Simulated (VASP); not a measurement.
# SnSe (Fm-3m) in VASP: a series of runs

The runs below take SnSe through electric field gradients, with PBE.

All numbers are computed with VASP 6.6.1; they aren't measurements. Logs are shortened: lines on timing, memory, paths and dates and some standing lists are left out, and cuts for length are marked.

## Step 1: The cell of the first run

Symmetry: Fm-3m, No. 225, cubic system. The conventional cell has a = 6.020 Å, b = 6.020 Å, c = 6.020 Å, α = 90.00°, β = 90.00°, γ = 90.00°. Sn (site symmetry m-3m) has 6 Se at 3.01 Å within 4.0 Å. Se (site symmetry m-3m) has 6 Sn at 3.01 Å within 4.0 Å.

## Step 2: Electric field gradients, PBE

Input file INCAR:

```
  PREC = Accurate
  ENCUT = 520
  EDIFF = 1E-8
  ISMEAR = -1
  SIGMA = 0.01
  LREAL = F
  LASPH = T
  NELM = 80
  ALGO = Normal
  ISIF = 2
  LWAVE = F
  LCHARG = F
  GGA = PE
  LEFG = T
  NBANDS = 17
```

Input file KPOINTS:

```
regular mesh
0
Gamma
  7 7 7
```

Input file POSCAR:

```
SnSe
1.0
    0.0000000000      3.0100000000      3.0100000000
    3.0100000000      0.0000000000      3.0100000000
    3.0100000000      3.0100000000      0.0000000000
Sn Se
1 1
Direct
    0.0000000000      0.0000000000      0.0000000000
    0.5000000000      0.5000000000      0.5000000000
```

Potentials or basis: VASP PAW PBE potentials, release 64 (Sn_d, Se).

Run with:

```sh
$ cat potpaw_PBE.64/Sn_d/POTCAR potpaw_PBE.64/Se/POTCAR > POTCAR
$ mpirun -np 1 vasp_std > vasp.out
```

OUTCAR:

```text
PREC = Accurate
   ENCUT = 520
   EDIFF = 1E-8
   ISMEAR = -1
   LREAL = F
   LASPH = T
   NELM = 80
   ISIF = 2
   GGA = PE

 ion  position               nearest neighbor table
   1  0.000  0.000  0.000-   2 3.01   2 3.01   2 3.01   2 3.01   2 3.01   2 3.01
   2  0.500  0.500  0.500-   1 3.01   1 3.01   1 3.01   1 3.01   1 3.01   1 3.01

  LATTYP: Found a face centered cubic cell.
 ALAT       =     6.0200000000

  Lattice vectors:

 A1 = (   0.0000000000,   3.0100000000,   3.0100000000)
 A2 = (   3.0100000000,   0.0000000000,   3.0100000000)
 A3 = (   3.0100000000,   3.0100000000,   0.0000000000)

Analysis of symmetry for initial positions (statically):
=====================================================================
 Subroutine PRICEL returns:
 Original cell was already a primitive cell.

 Routine SETGRP: Setting up the symmetry group for a
 face centered cubic supercell.

 Subroutine GETGRP returns: Found 48 space group operations
 (whereof 48 operations were pure point group operations)
 out of a pool of 48 trial point group operations.

The static configuration has the point symmetry O_h .

Analysis of symmetry for dynamics (positions and initial velocities):
=====================================================================
 Subroutine PRICEL returns:
 Original cell was already a primitive cell.

 Routine SETGRP: Setting up the symmetry group for a
 face centered cubic supercell.

 Subroutine GETGRP returns: Found 48 space group operations
 (whereof 48 operations were pure point group operations)
 out of a pool of 48 trial point group operations.

The dynamic configuration has the point symmetry O_h .

 Subroutine INISYM returns: Found 48 space group operations
 (whereof 48 operations are pure point group operations),
 and found     1 'primitive' translations

----------------------------------------------------------------------------------------

                                     Primitive cell

  volume of cell :      54.5418

  direct lattice vectors                    reciprocal lattice vectors
     0.000000000  3.010000000  3.010000000    -0.166112957  0.166112957  0.166112957
     3.010000000  0.000000000  3.010000000     0.166112957 -0.166112957  0.166112957
     3.010000000  3.010000000  0.000000000     0.166112957  0.166112957 -0.166112957

  length of vectors
     4.256782823  4.256782823  4.256782823     0.287716081  0.287716081  0.287716081

  position of ions in fractional coordinates (direct lattice)
     0.000000000  0.000000000  0.000000000
     0.500000000  0.500000000  0.500000000

  ion indices of the primitive-cell ions
   primitive index   ion index
                 1           1
                 2           2

----------------------------------------------------------------------------------------

 KPOINTS: regular mesh

Automatic generation of k-mesh.
 Grid dimensions read from file:
 generate k-points for:    7    7    7

 Generating k-lattice:

  Cartesian coordinates                     Fractional coordinates (reciprocal lattice)
    -0.023730422  0.023730422  0.023730422     0.142857143  0.000000000  0.000000000
     0.023730422 -0.023730422  0.023730422     0.000000000  0.142857143  0.000000000
     0.023730422  0.023730422 -0.023730422     0.000000000  0.000000000  0.142857143

  Length of vectors
     0.041102297  0.041102297  0.041102297

  Shift w.r.t. Gamma in fractional coordinates (k-lattice)
     0.000000000  0.000000000  0.000000000

 Subroutine IBZKPT returns following result:
 ===========================================

 Found     20 irreducible k-points:

 Following reciprocal coordinates:
            Coordinates               Weight
  0.000000  0.000000  0.000000      1.000000
  0.142857  0.000000  0.000000      8.000000
  0.285714  0.000000  0.000000      8.000000
  0.428571  0.000000  0.000000      8.000000
  0.142857  0.142857  0.000000      6.000000
  0.285714  0.142857  0.000000     24.000000
[... 12 lines left out ...]
 -0.428571  0.428571  0.142857     24.000000
 -0.285714  0.428571  0.142857     24.000000
   k-points           NKPTS =     20   k-points in BZ     NKDIM =     20   number of bands    NBANDS=     17
   number of dos      NEDOS =    301   number of ions     NIONS =      2
   total plane-waves  NPLWV =  32768
   dimension x,y,z NGX =    32 NGY =   32 NGZ =   32
   dimension x,y,z NGXF=    64 NGYF=   64 NGZF=   64
   ions per type =               1   1
   NGX,Y,Z   is equivalent  to a cutoff of  12.50, 12.50, 12.50 a.u.
   NGXF,Y,Z  is equivalent  to a cutoff of  24.99, 24.99, 24.99 a.u.
 SYSTEM =  unknown system
   PREC   = accura    normal or accurate (medium, high low for compatibility)
   ISTART =      0    job   : 0-new  1-cont  2-samecut
   ICHARG =      2    charge: 1-file 2-atom 10-const
   ISPIN  =      1    spin polarized calculation?
   LNONCOLLINEAR =      F non collinear calculations
   LSORBIT =      F    spin-orbit coupling
   LASPH  =      T    aspherical Exc in radial PAW
   ENCUT  =  520.0 eV  38.22 Ry    6.18 a.u.   7.91  7.91  7.91*2*pi/ulx,y,z
   NELM   =     80;   NELMIN=  2; NELMDL= -5     # of ELM steps
   EDIFF  = 0.1E-07   stopping-criterion for ELM
   LREAL  =      F    real-space projection
   EDIFFG = 0.1E-06   stopping-criterion for IOM
   NSW    =      0    number of steps for IOM
   IBRION =     -1    ionic relax: 0-MD 1-quasi-New 2-CG
   NFREE  =      0    steps in history (QN), initial steepest desc. (CG)
   ISIF   =      2    stress and relaxation
   ISYM   =      2    0-nonsym 1-usesym 2-fastsym
   POTIM  = 0.5000    time-step for ionic-motion
   TEBEG  =    0.0;   TEEND  =   0.0 temperature during run
   PSTRESS=    0.0 pullay stress
   NELECT =      20.0000    total number of electrons
   NUPDOWN=      -1.0000    fix difference up-down
   EMIN   =  10.00;   EMAX   =-10.00  energy-range for DOS
   EFERMI =   0.00;   METHOD = LEGACY
   ISMEAR =    -1;   SIGMA  =   0.01  broadening in eV -4-tet -1-fermi 0-gaus
   EFERMI_NEDOS =   21; number of points for ismear=-14 and -15
   IALGO  =     38    algorithm
   IMIX   =      4    mixing-type and parameters
     AMIX     =   0.40;   BMIX     =  1.00
     AMIX_MAG =   1.60;   BMIX_MAG =  1.00
  volume/ion in A,a.u.               =      27.27       184.03
  Fermi-wavevector in a.u.,A,eV,Ry     =   1.171768  2.214321 18.681350  1.373040
  Thomas-Fermi vector in A             =   2.308207
   LORBIT       =      0    0 simple, 1 ext, 2 COOP (PROOUT), +10 PAW based schemes
   GGA     = PE    functional components
   LHFCALC =     F    Hartree Fock is set to
   AEXX    =    0.0000 exact exchange contribution
   IVDW    =     0    specifies the selected vdW correction
   LEPSILON=     F    determine dielectric tensor
   LRPA    =     F    only Hartree local field effects (RPA)
 non-spin polarized calculation
  energy-cutoff  :      520.00
  volume of cell :       54.54
 maximum number of plane-waves:      1483
   NGX = 15   NGY = 15   NGZ = 15

 number of electron      20.0000005 magnetization

 Free energy of the ion-electron system (eV)
  ---------------------------------------------------
  ext. energy  EPLUGINS =         0.00000000
  ---------------------------------------------------
  free energy    TOTEN  =        -8.21947709 eV

  energy without entropy =       -8.21947709  energy(sigma->0) =       -8.21947709

 E-fermi :   5.7003     XC(G=0):  -9.5992

 val. band max:        5.4855256493   @ k =  -0.2857   0.1429   0.0000
 cond. band min:       6.2707456863   @ k =  -0.2857   0.1429   0.0000
 fundamental gap:      0.7852200370
 Fermi energy:         5.7002500443

 k-point     1 :       0.0000    0.0000    0.0000
  band No.  band energies     occupation
      1     -16.0194      2.00000
      2     -16.0194      2.00000
      3     -16.0194      2.00000
      4     -16.0173      2.00000
      5     -16.0173      2.00000
      6      -8.2774      2.00000
[... 9 lines left out ...]
     16      11.4539      0.00000
     17      13.7432      0.00000

 k-point     2 :       0.1429    0.0000    0.0000
  band No.  band energies     occupation
      1     -16.0194      2.00000
      2     -16.0194      2.00000
      3     -16.0189      2.00000
      4     -16.0163      2.00000
      5     -16.0163      2.00000
      6      -8.1359      2.00000
[... 9 lines left out ...]
     16      11.9261      0.00000
     17      15.0323      0.00000
[... 341 lines left out ...]
 k-point    20 :      -0.2857    0.4286    0.1429
  band No.  band energies     occupation
      1     -16.0360      2.00000
      2     -16.0171      2.00000
      3     -16.0152      2.00000
      4     -16.0114      2.00000
      5     -16.0029      2.00000
      6      -7.0661      2.00000
[... 9 lines left out ...]
     16      17.0950      0.00000
     17      17.2882      0.00000

------------------------ aborting loop because EDIFF is reached ----------------------------------------

  FORCE on cell =-STRESS in cart. coord.  units (eV):
  Direction    XX          YY          ZZ          XY          YZ          ZX
  --------------------------------------------------------------------------------------
  -------------------------------------------------------------------------------------
  Total        0.3303288      0.3303288      0.3303288      0.0000000      0.0000000      0.0000000
  in kB        9.7034795      9.7034795      9.7034795      0.0000000      0.0000000      0.0000000
  external PRESSURE =       9.7034795 kB  Pullay stress =       0.0000000 kB

 VOLUME and BASIS-vectors are now :
 -----------------------------------------------------------------------------
  energy-cutoff  :      520.00
  volume of cell :       54.54
      direct lattice vectors                 reciprocal lattice vectors
     0.000000000  3.010000000  3.010000000    -0.166112957  0.166112957  0.166112957
     3.010000000  0.000000000  3.010000000     0.166112957 -0.166112957  0.166112957
     3.010000000  3.010000000  0.000000000     0.166112957  0.166112957 -0.166112957

 POSITION                                       TOTAL-FORCE (eV/Angst)
 -----------------------------------------------------------------------------------
      0.00000      0.00000      0.00000         0.000000     -0.000000      0.000000
      3.01000      3.01000      3.01000         0.000000      0.000000     -0.000000
 -----------------------------------------------------------------------------------
    total drift:                                0.000000     -0.000000     -0.000000

  FREE ENERGIE OF THE ION-ELECTRON SYSTEM (eV)
  ---------------------------------------------------
  free  energy   TOTEN  =        -8.2194770860 eV

  energy  without entropy=       -8.2194770860  energy(sigma->0) =       -8.21947709

 Electric field gradients (V/A^2)
---------------------------------------------------------------------
 ion       V_xx      V_yy      V_zz      V_xy      V_xz      V_yz
---------------------------------------------------------------------
   1      -0.000    -0.000    -0.000     0.002     0.002     0.002
   2       0.000    -0.000     0.000    -0.000    -0.000    -0.000
---------------------------------------------------------------------

 Electric field gradients after diagonalization (V/A^2)
 (convention: |V_zz| > |V_xx| > |V_yy|)
----------------------------------------------------------------------
 ion       V_xx      V_yy      V_zz     asymmetry (V_yy - V_xx)/ V_zz
----------------------------------------------------------------------
   1      -0.002    -0.002     0.003       0.000
   2       0.000     0.000    -0.000       0.000
----------------------------------------------------------------------

           NMR quadrupolar parameters

 Cq : quadrupolar parameter    Cq=e*Q*V_zz/h
 eta: asymmetry parameters     (V_yy - V_xx)/ V_zz
 Q  : nuclear electric quadrupole moment in mb (millibarn)
----------------------------------------------------------------------
 ion       Cq(MHz)       eta       Q (mb)
----------------------------------------------------------------------
   1       0.000       0.000       1.000
   2      -0.000       0.000       1.000
----------------------------------------------------------------------
```

It took 8.6 s on 1 thread of Intel Xeon 6975P-C (Granite Rapids), shared host; peak memory 0.18 GiB.

What came out:

```yaml
Free_energy: -8.2195 eV
Pressure: 1.0 GPa
```

Caveat: this odd mesh misses L, where the gap lies, so gap, dielectric constants and Born charges aren't listed; without QUAD_EFG the Cq values of the log hold for a quadrupole moment of 1 mb, not for the nuclei; spin-orbit coupling is left out, which moves the levels of the heavy elements.

## Step 3: Electric field gradients, PBE

Input file INCAR:

```
SYSTEM = SnSe
ALGO = Normal
EDIFF = 1E-8
ENCUT = 400
GGA = PE
GGA_COMPAT = .FALSE.
ISIF = 2
ISMEAR = -1
LASPH = .TRUE.
LCHARG = .FALSE.
LEFG = .TRUE.
LREAL = .FALSE.
LWAVE = .FALSE.
NBANDS = 17
NELM = 120
PREC = Accurate
SIGMA = 0.01
```

Input file KPOINTS:

```
k-points
0
G
  7 7 7
  0 0 0
```

POSCAR is that of step 2.

Potentials or basis: VASP PAW PBE potentials, release 64 (Sn_d, Se).

Run with:

```sh
$ cat potpaw_PBE.64/Sn_d/POTCAR potpaw_PBE.64/Se/POTCAR > POTCAR
$ mpirun -np 1 vasp_std > vasp.out
```

OUTCAR:

```text
SYSTEM = SnSe
   EDIFF = 1E-8
   ENCUT = 400
   GGA = PE
   ISIF = 2
   ISMEAR = -1
   LASPH = .TRUE.
   LREAL = .FALSE.
   NELM = 120
   PREC = Accurate

 ion  position               nearest neighbor table
   1  0.000  0.000  0.000-   2 3.01   2 3.01   2 3.01   2 3.01   2 3.01   2 3.01
   2  0.500  0.500  0.500-   1 3.01   1 3.01   1 3.01   1 3.01   1 3.01   1 3.01

  LATTYP: Found a face centered cubic cell.
 ALAT       =     6.0200000000

  Lattice vectors:

 A1 = (   0.0000000000,   3.0100000000,   3.0100000000)
 A2 = (   3.0100000000,   0.0000000000,   3.0100000000)
 A3 = (   3.0100000000,   3.0100000000,   0.0000000000)

Analysis of symmetry for initial positions (statically):
=====================================================================
 Subroutine PRICEL returns:
 Original cell was already a primitive cell.

 Routine SETGRP: Setting up the symmetry group for a
 face centered cubic supercell.

[... 581 lines left out ...]
      direct lattice vectors                 reciprocal lattice vectors
     0.000000000  3.010000000  3.010000000    -0.166112957  0.166112957  0.166112957
     3.010000000  0.000000000  3.010000000     0.166112957 -0.166112957  0.166112957
     3.010000000  3.010000000  0.000000000     0.166112957  0.166112957 -0.166112957

 POSITION                                       TOTAL-FORCE (eV/Angst)
 -----------------------------------------------------------------------------------
      0.00000      0.00000      0.00000         0.000000     -0.000000      0.000000
      3.01000      3.01000      3.01000        -0.000000      0.000000     -0.000000
 -----------------------------------------------------------------------------------
    total drift:                               -0.000000      0.000000      0.000000

  FREE ENERGIE OF THE ION-ELECTRON SYSTEM (eV)
  ---------------------------------------------------
  free  energy   TOTEN  =        -8.2191927431 eV

  energy  without entropy=       -8.2191927431  energy(sigma->0) =       -8.21919274

 Electric field gradients (V/A^2)
---------------------------------------------------------------------
 ion       V_xx      V_yy      V_zz      V_xy      V_xz      V_yz
---------------------------------------------------------------------
   1      -0.000    -0.000     0.000     0.002     0.002     0.002
   2       0.000     0.000    -0.000    -0.000    -0.000    -0.000
---------------------------------------------------------------------

 Electric field gradients after diagonalization (V/A^2)
 (convention: |V_zz| > |V_xx| > |V_yy|)
----------------------------------------------------------------------
 ion       V_xx      V_yy      V_zz     asymmetry (V_yy - V_xx)/ V_zz
----------------------------------------------------------------------
   1      -0.002    -0.002     0.003       0.000
   2       0.000     0.000    -0.000       0.000
----------------------------------------------------------------------

           NMR quadrupolar parameters

 Cq : quadrupolar parameter    Cq=e*Q*V_zz/h
 eta: asymmetry parameters     (V_yy - V_xx)/ V_zz
 Q  : nuclear electric quadrupole moment in mb (millibarn)
----------------------------------------------------------------------
 ion       Cq(MHz)       eta       Q (mb)
----------------------------------------------------------------------
   1       0.000       0.000       1.000
   2      -0.000       0.000       1.000
----------------------------------------------------------------------
```

OSZICAR:

```text
N       E                     dE             d eps       ncg     rms          rms(c)
DAV:   1     0.116553377898E+03    0.11655E+03   -0.84926E+03   712   0.124E+03
DAV:   2     0.208179032534E+01   -0.11447E+03   -0.11059E+03   776   0.298E+02
DAV:   3    -0.816176563515E+01   -0.10244E+02   -0.10201E+02   793   0.852E+01
DAV:   4    -0.839667211790E+01   -0.23491E+00   -0.23480E+00   834   0.141E+01
DAV:   5    -0.840391535765E+01   -0.72432E-02   -0.72428E-02   920   0.227E+00    0.309E+00
DAV:   6    -0.821834289551E+01    0.18557E+00   -0.45708E-01   964   0.384E+00    0.183E+00
DAV:   7    -0.821714962961E+01    0.11933E-02   -0.82129E-02   783   0.127E+00    0.913E-01
DAV:   8    -0.821934277601E+01   -0.21931E-02   -0.90820E-03   807   0.831E-01    0.123E-01
DAV:   9    -0.821911117831E+01    0.23160E-03   -0.14834E-03   952   0.307E-01    0.524E-02
DAV:  10    -0.821918690880E+01   -0.75730E-04   -0.17941E-04   759   0.748E-02    0.117E-02
DAV:  11    -0.821919254258E+01   -0.56338E-05   -0.16974E-05   882   0.358E-02    0.251E-03
DAV:  12    -0.821919284864E+01   -0.30607E-06   -0.12315E-06   860   0.111E-02    0.137E-03
DAV:  13    -0.821919278283E+01    0.65819E-07   -0.72502E-08   803   0.223E-03    0.580E-04
DAV:  14    -0.821919272127E+01    0.61561E-07   -0.40556E-08   769   0.173E-03    0.101E-04
DAV:  15    -0.821919273684E+01   -0.15579E-07   -0.17285E-09   496   0.392E-04    0.604E-05
DAV:  16    -0.821919274313E+01   -0.62901E-08   -0.17336E-10   379   0.145E-04
   1 F= -.82191927E+01 E0= -.82191927E+01  d E =-.128871E-10
```

Wall time 7.9 s (1 thread of Intel Xeon 6975P-C (Granite Rapids), shared host); peak memory 0.15 GiB.

Results:

```yaml
Free_energy: -8.2192 eV
Pressure: 0.9 GPa
```

Caveat: this odd mesh misses L, where the gap lies, so gap, dielectric constants and Born charges aren't listed; without QUAD_EFG the Cq values of the log hold for a quadrupole moment of 1 mb, not for the nuclei; spin-orbit coupling is left out, which moves the levels of the heavy elements.

(Continued in part 2 of 2.)
